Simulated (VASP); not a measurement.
# In2O3 (R-3c) in VASP: single point with PBEsol

Aim: the single point of In2O3 with PBEsol.

All numbers are computed with VASP 6.6.1; they aren't measurements. Logs are shortened: lines on timing, memory, paths and dates and some standing lists are left out, and cuts for length are marked.

### Step 1. The cell of the first run

Symmetry: R-3c, No. 167, trigonal system. Conventional cell: a = 5.512 Å, b = 5.512 Å, c = 14.537 Å, α = 90.00°, β = 90.00°, γ = 120.00°. In (site symmetry 3) has 6 O at 2.13 to 2.26 Å within 2.8 Å. O (site symmetry 2) has 4 In at 2.13 to 2.26 Å and 8 O at 2.82 to 3.11 Å within 3.2 Å.

### Step 2. Single point, PBEsol

INCAR

```
ALGO     = Normal         # electronic algorithm
EDIFF    = 1E-6           # SCF threshold, eV
ENCUT    = 520            # plane-wave cutoff, eV
GGA      = PS             # functional
ISIF     = 2              # what is computed and relaxed
ISMEAR   = 0              # smearing method
LASPH    = True           # aspherical terms in the spheres
LCHARG   = False          # write CHGCAR
LREAL    = Auto         
LWAVE    = False          # write WAVECAR
NBANDS   = 202            # bands
NELM     = 60             # most SCF steps
PREC     = Accurate       # precision mode
SIGMA    = 0.02           # smearing width, eV
```

KPOINTS

```
Automatic mesh
0
Gamma
  2 2 2
  0.5 0.5 0.5
```

POSCAR

```
In2O3
1.0
   -5.5124373969     -3.1826072150      4.8456980282
    5.5124373969     -3.1826072150      4.8456980282
    0.0000000000      6.3652144300      4.8456980282
In O
16 24
Direct
    0.6425527980      0.6425527980      0.6425527980
    0.1425527980      0.1425527980      0.6425527980
    0.1425527980      0.6425527980      0.1425527980
    0.6425527980      0.1425527980      0.1425527980
    0.8574472020      0.8574472020      0.8574472020
    0.3574472020      0.3574472020      0.8574472020
    0.3574472020      0.8574472020      0.3574472020
    0.8574472020      0.3574472020      0.3574472020
    0.3574472020      0.3574472020      0.3574472020
    0.8574472020      0.8574472020      0.3574472020
    0.8574472020      0.3574472020      0.8574472020
    0.3574472020      0.8574472020      0.8574472020
    0.1425527980      0.1425527980      0.1425527980
    0.6425527980      0.6425527980      0.1425527980
    0.6425527980      0.1425527980      0.6425527980
    0.1425527980      0.6425527980      0.6425527980
    0.6020722218      0.2500000000      0.3979277782
    0.1020722218      0.7500000000      0.3979277782
    0.1020722218      0.2500000000      0.8979277782
    0.6020722218      0.7500000000      0.8979277782
    0.2500000000      0.3979277782      0.6020722218
    0.7500000000      0.8979277782      0.6020722218
    0.7500000000      0.3979277782      0.1020722218
    0.2500000000      0.8979277782      0.1020722218
    0.3979277782      0.6020722218      0.2500000000
    0.8979277782      0.1020722218      0.2500000000
    0.8979277782      0.6020722218      0.7500000000
    0.3979277782      0.1020722218      0.7500000000
    0.3979277782      0.7500000000      0.6020722218
    0.8979277782      0.2500000000      0.6020722218
    0.8979277782      0.7500000000      0.1020722218
    0.3979277782      0.2500000000      0.1020722218
    0.6020722218      0.3979277782      0.7500000000
    0.1020722218      0.8979277782      0.7500000000
    0.1020722218      0.3979277782      0.2500000000
    0.6020722218      0.8979277782      0.2500000000
    0.7500000000      0.6020722218      0.3979277782
    0.2500000000      0.1020722218      0.3979277782
    0.2500000000      0.6020722218      0.8979277782
    0.7500000000      0.1020722218      0.8979277782
```

Potentials or basis: VASP PAW PBE potentials, release 64 (In_d, O).

The run is started by

```console
cat potpaw_PBE.64/In_d/POTCAR potpaw_PBE.64/O/POTCAR > POTCAR
mpirun -np 1 vasp_std > vasp.out
```

OUTCAR:

```text
EDIFF = 1E-6
   ENCUT = 520
   GGA = PS
   ISIF = 2
   ISMEAR = 0
   LASPH = True
   LREAL = Auto
   NELM = 60
   PREC = Accurate

 ion  position               nearest neighbor table
   1  0.643  0.643  0.643-  29 2.13  33 2.13  37 2.13  27 2.26  20 2.26  22 2.26   5 3.12  11 3.26
                            12 3.26  10 3.26   8 3.62   7 3.62   6 3.62  15 4.00  16 4.00  15 4.00
   2  0.143  0.143  0.643-  30 2.13  34 2.13  38 2.13  28 2.26  19 2.26  21 2.26   6 3.12  11 3.26
                            12 3.26   9 3.26   8 3.62   7 3.62   5 3.62  15 4.00  16 4.00  16 4.00
   3  0.143  0.643  0.143-  31 2.13  35 2.13  39 2.13  25 2.26  18 2.26  24 2.26   7 3.12   9 3.26
                            10 3.26  12 3.26   5 3.62   6 3.62   8 3.62  13 4.00  14 4.00  13 4.00
   4  0.643  0.143  0.143-  32 2.13  36 2.13  40 2.13  26 2.26  17 2.26  23 2.26   8 3.12   9 3.26
                            10 3.26  11 3.26   5 3.62   6 3.62   7 3.62  13 4.00  14 4.00  14 4.00
   5  0.857  0.857  0.857-  40 2.13  34 2.13  31 2.13  27 2.26  20 2.26  22 2.26   1 3.12  15 3.26
                            16 3.26  14 3.26   4 3.62   3 3.62   2 3.62  12 4.00  11 4.00  11 4.00
   6  0.357  0.357  0.857-  39 2.13  33 2.13  32 2.13  28 2.26  19 2.26  21 2.26   2 3.12  15 3.26
                            16 3.26  13 3.26   4 3.62   3 3.62   1 3.62  12 4.00  11 4.00  12 4.00
   7  0.357  0.857  0.357-  38 2.13  36 2.13  29 2.13  25 2.26  18 2.26  24 2.26   3 3.12  13 3.26
                            14 3.26  16 3.26   1 3.62   2 3.62   4 3.62  10 4.00   9 4.00   9 4.00
   8  0.857  0.357  0.357-  37 2.13  35 2.13  30 2.13  26 2.26  17 2.26  23 2.26   4 3.12  13 3.26
                            14 3.26  15 3.26   1 3.62   2 3.62   3 3.62  10 4.00   9 4.00  10 4.00
   9  0.357  0.357  0.357-  17 2.13  25 2.13  21 2.13  35 2.26  32 2.26  38 2.26  13 3.12   4 3.26
[... 46 lines left out ...]
 A1 = (  -5.5124373969,  -3.1826072150,   4.8456980282)
 A2 = (   5.5124373969,  -3.1826072150,   4.8456980282)
 A3 = (   0.0000000000,   6.3652144300,   4.8456980282)

Analysis of symmetry for initial positions (statically):
=====================================================================
 Subroutine PRICEL returns following result:

  LATTYP: Found a trigonal (rhomboedric) cell.
 ALAT       =     5.7973940754
 COS(alpha) =     0.5479445595

  Lattice vectors:

 A1 = (  -0.0000000000,  -3.1826072150,   4.8456980282)
 A2 = (   2.7562186984,   1.5913036075,   4.8456980282)
 A3 = (  -2.7562186985,   1.5913036075,   4.8456980282)

   4 primitive cells build up your supercell.

 Routine SETGRP: Setting up the symmetry group for a
 trigonal (rhombohedral) supercell.

 Subroutine GETGRP returns: Found 12 space group operations
 (whereof  6 operations were pure point group operations)
 out of a pool of 12 trial point group operations.

The static configuration has the point symmetry S_6 .
 The point group associated with its full space group is D_3d.

Analysis of symmetry for dynamics (positions and initial velocities):
[... 139 lines left out ...]
  Thomas-Fermi vector in A             =   2.564736
   LORBIT       =      0    0 simple, 1 ext, 2 COOP (PROOUT), +10 PAW based schemes
   GGA     = PS    functional components
   LHFCALC =     F    Hartree Fock is set to
   AEXX    =    0.0000 exact exchange contribution
   IVDW    =     0    specifies the selected vdW correction
   LEPSILON=     F    determine dielectric tensor
   LRPA    =     F    only Hartree local field effects (RPA)
 non-spin polarized calculation
 Gauss-broadening in eV      SIGMA  =   0.02
  energy-cutoff  :      520.00
  volume of cell :      510.08
 maximum number of plane-waves:     13738
   NGX = 29   NGY = 29   NGZ = 29

 number of electron     352.0000149 magnetization

 Free energy of the ion-electron system (eV)
  ---------------------------------------------------
  ext. energy  EPLUGINS =         0.00000000
  ---------------------------------------------------
  free energy    TOTEN  =      -237.61421997 eV

  energy without entropy =     -237.61421997  energy(sigma->0) =     -237.61421997

 E-fermi :   5.4947     XC(G=0): -11.4510

 val. band max:        5.3419153075   @ k =  -0.2500   0.2500   0.2500
 cond. band min:       7.8716804833   @ k =   0.2500   0.2500   0.2500
 fundamental gap:      2.5297651758
 Fermi energy:         5.4947413846

 k-point     1 :       0.2500    0.2500    0.2500
  band No.  band energies     occupation
      1     -12.0314      2.00000
      2     -11.7171      2.00000
      3     -11.7171      2.00000
      4     -11.7171      2.00000
      5     -11.4971      2.00000
      6     -11.4971      2.00000
[... 180 lines left out ...]
    187      10.9201      0.00000
    188      11.5640      0.00000

 k-point     2 :      -0.2500    0.2500    0.2500
  band No.  band energies     occupation
      1     -12.0207      2.00000
      2     -11.7324      2.00000
      3     -11.7277      2.00000
      4     -11.7277      2.00000
      5     -11.4903      2.00000
      6     -11.4845      2.00000
[... 180 lines left out ...]
    187      11.2506      0.00000
    188      11.3679      0.00000
 [bands above 188 left out]

------------------------ aborting loop because EDIFF is reached ----------------------------------------

  FORCE on cell =-STRESS in cart. coord.  units (eV):
  Direction    XX          YY          ZZ          XY          YZ          ZX
  --------------------------------------------------------------------------------------
  -------------------------------------------------------------------------------------
  Total        1.4631542      1.4631542      1.0980514      0.0000000      0.0000000      0.0000000
  in kB        4.5958556      4.5958556      3.4490456      0.0000000      0.0000000      0.0000000
  external PRESSURE =       4.2135856 kB  Pullay stress =       0.0000000 kB

 VOLUME and BASIS-vectors are now :
 -----------------------------------------------------------------------------
  energy-cutoff  :      520.00
  volume of cell :      510.08
      direct lattice vectors                 reciprocal lattice vectors
    -5.512437397 -3.182607215  4.845698028    -0.090703978 -0.052367966  0.068789539
     5.512437397 -3.182607215  4.845698028     0.090703978 -0.052367966  0.068789539
     0.000000000  6.365214430  4.845698028     0.000000000  0.104735932  0.068789539

 POSITION                                       TOTAL-FORCE (eV/Angst)
 -----------------------------------------------------------------------------------
      0.00000      0.00000      9.34085         0.000000     -0.000000     -0.013296
      0.00000      3.18261      4.49515         0.000000     -0.000000     -0.013296
      2.75622     -1.59130      4.49515         0.000000      0.000000     -0.013296
     -2.75622     -1.59130      4.49515         0.000000     -0.000000     -0.013296
      0.00000      0.00000     12.46479         0.000000      0.000000      0.013296
      0.00000      3.18261      7.61909         0.000000      0.000000      0.013296
[... 32 lines left out ...]
      1.94078      3.00369      8.47997         0.002615     -0.004530     -0.000000
     -3.57166      3.00369      8.47997         0.002615     -0.004530     -0.000000
 -----------------------------------------------------------------------------------
    total drift:                                0.000000     -0.000000     -0.000000

  FREE ENERGIE OF THE ION-ELECTRON SYSTEM (eV)
  ---------------------------------------------------
  free  energy   TOTEN  =      -237.6142199685 eV

  energy  without entropy=     -237.6142199685  energy(sigma->0) =     -237.61421997
```

Run time: 7.7 min. Hardware: 1 thread of AMD EPYC 7R13 (Zen 3), shared host; peak memory 0.51 GiB.

Results:

```
Free energy            : -237.6142 eV
Pressure               : 0.4 GPa
Largest force          : 0.013 eV/Å
Band gap on the k mesh : 2.53 eV
```

Forces in eV/Å, atoms in the order of the input:
```
In   0.000  0.000 -0.013
In   0.000  0.000 -0.013
In   0.000  0.000 -0.013
In   0.000  0.000 -0.013
In   0.000  0.000  0.013
In   0.000  0.000  0.013
In   0.000  0.000  0.013
In   0.000  0.000  0.013
In   0.000  0.000  0.013
In   0.000  0.000  0.013
In   0.000  0.000  0.013
In   0.000  0.000  0.013
In   0.000  0.000 -0.013
In   0.000  0.000 -0.013
In   0.000  0.000 -0.013
In   0.000  0.000 -0.013
O   -0.003 -0.005  0.000
O   -0.003 -0.005  0.000
O   -0.003 -0.005  0.000
O   -0.003 -0.005  0.000
O   -0.003  0.005  0.000
O   -0.003  0.005  0.000
O   -0.003  0.005  0.000
O   -0.003  0.005  0.000
O    0.005  0.000  0.000
O    0.005  0.000  0.000
O    0.005  0.000  0.000
O    0.005  0.000  0.000
O    0.003  0.005  0.000
O    0.003  0.005  0.000
O    0.003  0.005  0.000
O    0.003  0.005  0.000
O   -0.005  0.000  0.000
O   -0.005  0.000  0.000
O   -0.005  0.000  0.000
O   -0.005  0.000  0.000
O    0.003 -0.005  0.000
O    0.003 -0.005  0.000
O    0.003 -0.005  0.000
O    0.003 -0.005  0.000
```

Caveat: the PAW data sets were made with another functional, which shifts forces and pressure a little; spin-orbit coupling is left out, which moves the levels of the heavy elements; a shifted mesh leaves out Γ, where band edges can lie.
